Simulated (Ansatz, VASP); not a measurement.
**Two plane-wave programs on C**

```
C
1.0
     0.00000    1.76518    1.68204
     1.76518    0.00000    1.68204
     1.76518    1.76518    0.00000
C
2
Direct
  0.50000 0.50000 0.50000
  0.75000 0.75000 0.75000
```

Alike in both runs: task single point; functional LDA; k mesh 12 × 12 × 12; occupations gaussian, width 0.05 eV; no spin polarisation.

|  | VASP | Ansatz |
| --- | --- | --- |
| version | VASP 6.6.1 | Ansatz 0.2.0 |
| potentials or method | VASP PAW LDA potentials, release 64 (C_h), cutoff 910 eV | scalar-relativistic, plane waves, PAW |
| valence electrons in the cell | 8 | 8 |

```tsv
	VASP	Ansatz	Ansatz less VASP
gap on the k mesh at the Fermi level (eV)	3.07	3.08	+0.007
least direct gap on the mesh (eV)	4.90	4.90	-0.004
```

Ansatz warns that its potentials were made for another functional, while VASP's fit it. LDA's correlation is that of Perdew and Zunger in VASP and of Perdew and Wang (1992) in Ansatz.

Noted on VASP's run: the cutoff is short for stress, so the pressure is rough.
